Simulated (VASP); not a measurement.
Write the native input for VASP 6.6.1 that does the following.

* Task: single point
* Functional: PBE
* Potentials or basis: VASP PAW PBE potentials, release 64 (Ru_pv)
* Cutoff: 520 eV
* k mesh: 18 × 18 × 18
* Occupations: fermi-dirac, width 0.08 eV
* Spin: no spin polarisation
* Dipole correction: no
* Further INCAR settings: ALGO = Normal; EDIFF = 1e-07; NBANDS = 13

The structure of Ru lies in POSCAR:

```
Ru
1.0
   -1.2879344394      1.2879344394      1.2879344394
    1.2879344394     -1.2879344394      1.2879344394
    1.2879344394      1.2879344394     -1.2879344394
Ru
1
Direct
    0.0000000000      0.0000000000      0.0000000000
```

This cell differs from its parent crystal: volume scaled by 0.6.

These files were run (other wordings do the same):

INCAR

```
PREC     = Accurate       # precision mode
ENCUT    = 520            # plane-wave cutoff, eV
EDIFF    = 1E-7           # SCF threshold, eV
ISMEAR   = -1             # smearing method
SIGMA    = 0.08           # smearing width, eV
LREAL    = False          # projectors in reciprocal space
LASPH    = True           # aspherical terms in the spheres
NELM     = 100            # most SCF steps
ALGO     = Normal         # electronic algorithm
ISIF     = 2              # what is computed and relaxed
LWAVE    = False          # write WAVECAR
LCHARG   = True           # write CHGCAR
GGA      = PE             # functional
LELF     = True           # ELF
LVHAR    = True         
NBANDS   = 13             # bands
```

KPOINTS

```
regular mesh
0
Gamma
  18 18 18
```

Potentials or basis: VASP PAW PBE potentials, release 64 (Ru_pv).

Run with:

```bash
$ cat potpaw_PBE.64/Ru_pv/POTCAR > POTCAR
$ mpirun -np 1 vasp_std > vasp.out
```

Results of the run:

```
Pressure               : 468.6 GPa
Band gap on the k mesh : zero (band 7 reaches 27.38 eV, above the bottom of band 8 at 19.66 eV)
```

It took 16 s on 1 thread of Intel Xeon 6975P-C, with other jobs on the host, peak memory 0.14 GiB.
